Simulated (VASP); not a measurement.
# Si (Fd-3m) in VASP: single point with r2SCANh

Aim: the single point of Si with r2SCANh.

Everything below comes from runs of VASP 6.6.1. Logs are shortened: lines on timing, memory, paths and dates and some standing lists are left out, and cuts for length are marked.

## 1. The cell of the first run

The structure is cubic, space group Fd-3m (No. 227). Conventional cell: a = 5.427 Å, b = 5.427 Å, c = 5.427 Å, α = 90.00°, β = 90.00°, γ = 90.00°. Si (site symmetry -43m) has 4 Si at 2.35 Å within 3.1 Å.

## 2. Single point, r2SCANh

POSCAR

```
Si
1.0
    0.0000000000      2.7135600000      2.7135600000
    2.7135600000      0.0000000000      2.7135600000
    2.7135600000      2.7135600000      0.0000000000
Si
2
Direct
    0.7500000000      0.7500000000      0.7500000000
    0.5000000000      0.5000000000      0.5000000000
```

INCAR.step1

```
  PREC = Accurate
  ENCUT = 440
  EDIFF = 1E-5
  ISMEAR = 0
  SIGMA = 0.01
  LREAL = False
  LASPH = True
  NELM = 120
  ALGO = Normal
  ISIF = 2
  LWAVE = True
  LCHARG = False
  NBANDS = 11
  GGA = PE
  GGA_COMPAT = False
```

INCAR.step2

```
  PREC = Accurate
  ENCUT = 440
  EDIFF = 1E-6
  ISMEAR = 0
  SIGMA = 0.01
  LREAL = False
  LASPH = True
  NELM = 120
  ALGO = Normal
  ISIF = 2
  LWAVE = False
  LCHARG = False
  METAGGA = R2SCAN
  LHFCALC = True
  AEXX = 0.1
  LMIXTAU = True
  PRECFOCK = Normal
  NBANDS = 11
  ISTART = 1
  GGA_COMPAT = False
```

KPOINTS

```
Automatic mesh
0
Gamma
  4 4 4
```

Potentials or basis: VASP PAW PBE potentials, release 64 (Si).

On the command line:

```bash
$ cat potpaw_PBE.64/Si/POTCAR > POTCAR
$ cp INCAR.step1 INCAR
$ mpirun -np 1 vasp_std > vasp.out
$ cp INCAR.step2 INCAR
$ mpirun -np 1 vasp_std > vasp.out
```

OUTCAR:

```text
PREC = Accurate
   ENCUT = 440
   EDIFF = 1E-6
   ISMEAR = 0
   LREAL = False
   LASPH = True
   NELM = 120
   ISIF = 2
   METAGGA = R2SCAN
   LHFCALC = True
   AEXX = 0.1
   PRECFOCK = Normal
   ISTART = 1

 ion  position               nearest neighbor table
   1  0.750  0.750  0.750-   2 2.35   2 2.35   2 2.35   2 2.35
   2  0.500  0.500  0.500-   1 2.35   1 2.35   1 2.35   1 2.35

  LATTYP: Found a face centered cubic cell.
 ALAT       =     5.4271200000

  Lattice vectors:

 A1 = (   0.0000000000,   2.7135600000,   2.7135600000)
 A2 = (   2.7135600000,   0.0000000000,   2.7135600000)
 A3 = (   2.7135600000,   2.7135600000,   0.0000000000)

Analysis of symmetry for initial positions (statically):
=====================================================================
 Subroutine PRICEL returns:
 Original cell was already a primitive cell.

 Routine SETGRP: Setting up the symmetry group for a
 face centered cubic supercell.

 Subroutine GETGRP returns: Found 48 space group operations
 (whereof 24 operations were pure point group operations)
 out of a pool of 48 trial point group operations.

The static configuration has the point symmetry T_d .
 The point group associated with its full space group is O_h .

Analysis of symmetry for dynamics (positions and initial velocities):
=====================================================================
 Subroutine PRICEL returns:
 Original cell was already a primitive cell.

 Routine SETGRP: Setting up the symmetry group for a
 face centered cubic supercell.

 Subroutine GETGRP returns: Found 48 space group operations
 (whereof 24 operations were pure point group operations)
 out of a pool of 48 trial point group operations.

The dynamic configuration has the point symmetry T_d .
 The point group associated with its full space group is O_h .

 Subroutine INISYM returns: Found 48 space group operations
 (whereof 24 operations are pure point group operations),
 and found     1 'primitive' translations

----------------------------------------------------------------------------------------

                                     Primitive cell

  volume of cell :      39.9621

  direct lattice vectors                    reciprocal lattice vectors
     0.000000000  2.713560000  2.713560000    -0.184259792  0.184259792  0.184259792
     2.713560000  0.000000000  2.713560000     0.184259792 -0.184259792  0.184259792
     2.713560000  2.713560000  0.000000000     0.184259792  0.184259792 -0.184259792

[... 82 lines left out ...]
   EFERMI_NEDOS =   21; number of points for ismear=-14 and -15
   IALGO  =     38    algorithm
   IMIX   =      1    mixing-type and parameters
     AMIX     =   0.40;   BMIX     =  1.00
     AMIX_MAG =   1.60;   BMIX_MAG =  1.00
  volume/ion in A,a.u.               =      19.98       134.84
  Fermi-wavevector in a.u.,A,eV,Ry     =   0.957684  1.809760 12.478691  0.917158
  Thomas-Fermi vector in A             =   2.086724
   LORBIT       =      0    0 simple, 1 ext, 2 COOP (PROOUT), +10 PAW based schemes
   METAGGA = R2SCAN    functional components
   LHFCALC =     T    Hartree Fock is set to
   PRECFOCK=normal    Normal, Fast or Accurate (Low or Medium for compatibility)
   ENCUT4O =  -1.0   cutoff for four orbital integrals eV
   NKREDX  =     1    reduce k-point grid by
   NKREDY  =     1    reduce k-point grid by
   NKREDZ  =     1    reduce k-point grid by
   AEXX    =    0.1000 exact exchange contribution
   HFSCREEN=    0.0000 screening length (either q_TF or 0.3 A-1)
   HFSCREENC=   0.0000 screening length for correlation (either q_TF or 0.3 A-1)
   ENCUTFOCK=  -1.0 apply spherical cutoff to Coloumb kernel
   IVDW    =     0    specifies the selected vdW correction
   LEPSILON=     F    determine dielectric tensor
   LRPA    =     F    only Hartree local field effects (RPA)
 non-spin polarized calculation
 Gauss-broadening in eV      SIGMA  =   0.01
  energy-cutoff  :      440.00
  volume of cell :       39.96
 maximum number of plane-waves:       869
 NGX is ok and might be reduce to    28
  NGX = 20; NGY = 20; NGZ = 20

 number of electron       8.0000001 magnetization

 Free energy of the ion-electron system (eV)
  ---------------------------------------------------
  ext. energy  EPLUGINS =         0.00000000
  ---------------------------------------------------
  free energy    TOTEN  =       -17.79582062 eV

  energy without entropy =      -17.79582062  energy(sigma->0) =      -17.79582062

 E-fermi :   5.5719     XC(G=0):  -8.9812

 val. band max:        5.5205803308   @ k =   0.0000   0.0000   0.0000
 cond. band min:       6.9142357267   @ k =   0.5000   0.5000   0.0000
 fundamental gap:      1.3936553959
 Fermi energy:         5.5718742789

 k-point     1 :       0.0000    0.0000    0.0000
  band No.  band energies     occupation
      1      -7.4852      2.00000
      2       5.5206      2.00000
      3       5.5206      2.00000
      4       5.5206      2.00000
      5       8.8322      0.00000
      6       8.8322      0.00000
      7       8.8322      0.00000
      8      10.1102      0.00000
      9      14.3003      0.00000
     10      14.3003      0.00000
     11      14.7223      0.00000
[... 85 lines left out ...]
 k-point     8 :      -0.2500    0.5000    0.2500
  band No.  band energies     occupation
      1      -2.7695      2.00000
      2      -2.7695      2.00000
      3       1.3561      2.00000
      4       1.3561      2.00000
      5      10.6654      0.00000
      6      10.6654      0.00000
      7      11.5665      0.00000
      8      11.5665      0.00000
      9      17.5438      0.00000
     10      17.5438      0.00000
     11      20.1488      0.00000

------------------------ aborting loop because EDIFF is reached ----------------------------------------

  FORCE on cell =-STRESS in cart. coord.  units (eV):
  Direction    XX          YY          ZZ          XY          YZ          ZX
  --------------------------------------------------------------------------------------
  -------------------------------------------------------------------------------------
  Total        0.1956205      0.1956205      0.1956205      0.0000000      0.0000000      0.0000000
  in kB        7.8429001      7.8429001      7.8429001      0.0000000      0.0000000      0.0000000
  external PRESSURE =       7.8429001 kB  Pullay stress =       0.0000000 kB

 VOLUME and BASIS-vectors are now :
 -----------------------------------------------------------------------------
  energy-cutoff  :      440.00
  volume of cell :       39.96
      direct lattice vectors                 reciprocal lattice vectors
     0.000000000  2.713560000  2.713560000    -0.184259792  0.184259792  0.184259792
     2.713560000  0.000000000  2.713560000     0.184259792 -0.184259792  0.184259792
     2.713560000  2.713560000  0.000000000     0.184259792  0.184259792 -0.184259792

 POSITION                                       TOTAL-FORCE (eV/Angst)
 -----------------------------------------------------------------------------------
      4.07034      4.07034      4.07034         0.000000     -0.000000      0.000000
      2.71356      2.71356      2.71356        -0.000000      0.000000     -0.000000
 -----------------------------------------------------------------------------------
    total drift:                                0.000000      0.000000      0.000000

  FREE ENERGIE OF THE ION-ELECTRON SYSTEM (eV)
  ---------------------------------------------------
  free  energy   TOTEN  =       -17.7958206195 eV

  energy  without entropy=      -17.7958206195  energy(sigma->0) =      -17.79582062
```

Wall time 3.4 min (1 thread of Intel Xeon 8259CL, shared host); peak memory 0.16 GiB.

What came out:

```yaml
Free_energy: -17.7958 eV
Pressure: 0.8 GPa
Band_gap_on_the_k_mesh: 1.39 eV (least direct gap 3.31 eV)
```

Caveat: the k points lie up to 0.50 Å⁻¹ apart; the PAW data sets were made with another functional, which shifts forces and pressure a little. A k mesh can miss the band edges.
